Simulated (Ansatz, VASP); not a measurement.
## CdF2 in VASP and in Ansatz

```
Cd F
1.0
     0.00000    2.63900    2.63900
     2.63900    0.00000    2.63900
     2.63900    2.63900    0.00000
Cd F
1 2
Direct
  0.00000 0.00000 0.00000
  0.75000 0.75000 0.75000
  0.25000 0.25000 0.25000
```

Alike in both runs: task single point; functional LDA; k mesh 9 × 9 × 9; occupations fermi-dirac, width 0.05 eV; no spin polarisation.

```csv
,VASP,Ansatz
version,VASP 6.6.1,Ansatz 0.2.0
potentials or method,"VASP PAW LDA potentials, release 64 (Cd, F)",Ansatz PAW
plane-wave cutoff (eV),520,420
valence electrons in the cell,26,34
```

```tsv
	VASP	Ansatz	Ansatz less VASP
gap on the k mesh at the Fermi level (eV)	3.04	3.06	+0.018
least direct gap on the mesh (eV)	3.41	3.42	+0.013
pressure (GPa)	2.7	1.4	-1.28
```

LDA's correlation is that of Perdew and Zunger in VASP and of Perdew and Wang (1992) in Ansatz. VASP's potentials hold 26 valence electrons a cell and Ansatz's 34, so a difference there can come from the potentials and not from the codes.

Noted on Ansatz's run: odd divisions of the mesh miss points on the zone boundary, where band edges often lie, so the gap on the mesh can be too wide.
